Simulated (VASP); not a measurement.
Input of a VASP 6.6.1 run:

Contents of INCAR:

```
SYSTEM = GaSb
ALGO     = Normal         ! electronic algorithm
EDIFF    = 1E-6           ! SCF threshold, eV
ENCUT    = 520            ! plane-wave cutoff, eV
GGA      = PS             ! functional
ISIF     = 2              ! what is computed and relaxed
ISMEAR   = 0              ! smearing method
LASPH    = .True.         ! aspherical terms in the spheres
LCHARG   = .False.        ! write CHGCAR
LREAL    = .False.        ! projectors in reciprocal space
LWAVE    = .False.        ! write WAVECAR
NBANDS   = 16             ! bands
NELM     = 60             ! most SCF steps
PREC     = Accurate       ! precision mode
SIGMA    = 0.15           ! smearing width, eV
```

KPOINTS

```
k-points
0
Gamma
  16 16 16
  0 0 0
```

POSCAR

```
GaSb
1.0
    0.0000000000      2.6722826416      4.0084239624
    2.6722826416      0.0000000000      4.0084239624
    2.6722826416      2.6722826416      0.0000000000
Ga Sb
1 1
Direct
    0.0000000000      0.0000000000      0.0000000000
    0.7500000000      0.7500000000      0.7500000000
```

Potentials or basis: VASP PAW PBE potentials, release 64 (Ga_d, Sb).

Run with:

```sh
$ cat potpaw_PBE.64/Ga_d/POTCAR potpaw_PBE.64/Sb/POTCAR > POTCAR
$ mpirun -np 1 vasp_std > vasp.out
```

(1) Predict the pressure.

(2) Predict the band gap on the k mesh.

Results:

(1) -0.7 GPa.

(2) zero (bands 9 and 10 overlap by 1.20 eV).

Caveat: the stress differs along the axes, from -6 to 2 GPa; the PAW data sets were made with another functional, which shifts forces and pressure a little; spin-orbit coupling is left out, which moves the levels of the heavy elements.
